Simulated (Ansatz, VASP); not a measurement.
**Two plane-wave programs on AlCo**

File POSCAR:

```
AlCo
1.0
    2.8240555961      0.0000000000      0.0000000000
    0.0000000000      2.8240555961      0.0000000000
    0.0000000000      0.0000000000      2.8240555961
Al Co
1 1
Direct
    0.0000000000      0.0000000000      0.0000000000
    0.5000000000      0.5000000000      0.5000000000
```

Contents of INCAR.step1:

```
PREC = Accurate
ENCUT = 520
ISMEAR = 0
SIGMA = 0.1
LREAL = F
LASPH = T
NELM = 150
ISPIN = 2
MAGMOM = 0 0.16
LMAXMIX = 4
NBANDS = 17
GGA = PE
ALGO = Normal
EDIFF = 1E-4
LWAVE = T
LCHARG = F
```

The input INCAR.step2:

```
PREC = Accurate
ENCUT = 520
EDIFF = 1E-7
ISMEAR = 0
SIGMA = 0.1
LREAL = F
LASPH = T
NELM = 150
ALGO = Normal
ISIF = 2
LWAVE = F
LCHARG = T
ISPIN = 2
MAGMOM = 0 0.16
LORBIT = 11
LMAXMIX = 4
METAGGA = R2SCAN
LMIXTAU = T
LELF = T
LVHAR = T
NBANDS = 17
ISTART = 1
```

Contents of KPOINTS:

```
Automatic mesh
0
Gamma
  14 14 14
```

Input for Ansatz:

```yaml
crystal:
  lattice:
    - [2.8240555961, 0.0, 0.0]
    - [0.0, 2.8240555961, 0.0]
    - [0.0, 0.0, 2.8240555961]
  atoms:
    - { symbol: Al, position: [0.0, 0.0, 0.0] }
    - { symbol: Co, position: [0.5, 0.5, 0.5], spin: 0.16 }
basis:
  ecutwfc: 500
kpoints:
  mp_grid: { grid: [14, 14, 14] }
  band_path:
    path:
      - [[0.0, 0.0, 0.0], [0.0, 0.5, 0.0], [0.5, 0.5, 0.0], [0.0, 0.0, 0.0], [0.5, 0.5, 0.5], [0.0, 0.5, 0.0]]
      - [[0.5, 0.5, 0.5], [0.5, 0.5, 0.0]]
    npoints: 14
hamiltonian:
  xc: r2scan
scf:
  occupations: { method: gaussian, width: 0.1 }
  n_extra_bands: 6
output:
  forces: true
  stress: true
  eigenvalues: true
  populations: true
  dos: { projected: true, de: 0.02, nscf_kmesh: { grid: [21, 21, 21] } }
  bader: true
  write_density: true
  write_potential: true
  elf: true
  volumetric_format: npy
magnetization:
  spin_polarized: true
checkpoint:
  read: start.run
  write: ck
  compress: false
  write_wavefunctions: false
  write_every: 100000
```

Alike in both runs: task single point; functional r2SCAN; k mesh 14 × 14 × 14; occupations gaussian, width 0.1 eV; collinear spin.

```csv
,VASP,Ansatz
version,VASP 6.6.1,Ansatz 0.2.0
potentials or method,"VASP PAW PBE potentials, release 64 (Al, Co), cutoff 520 eV","scalar-relativistic, plane waves, PAW"
valence electrons in the cell,12,20
```

|  | VASP | Ansatz | Ansatz less VASP |
| --- | --- | --- | --- |
| gap on the k mesh at the Fermi level (eV) | none | none | - |
| pressure (GPa) | -0.5 | 0.0 | +0.52 |
| net moment per atom (μB) | 0.00 | 0.05 | +0.050 |
| size of the moment on the site where the two differ most (μB) | 0.00 | 0.15 | +0.150 |

VASP's potentials were made for PBE, not for r2SCAN. Site moments also hang on the region over which each program counts them. A gap of «none» marks a metal or a gap that the smearing closes. VASP's potentials hold 12 valence electrons a cell and Ansatz's 20, so a difference there can come from the potentials and not from the codes. Ansatz's warnings: stability check not made.
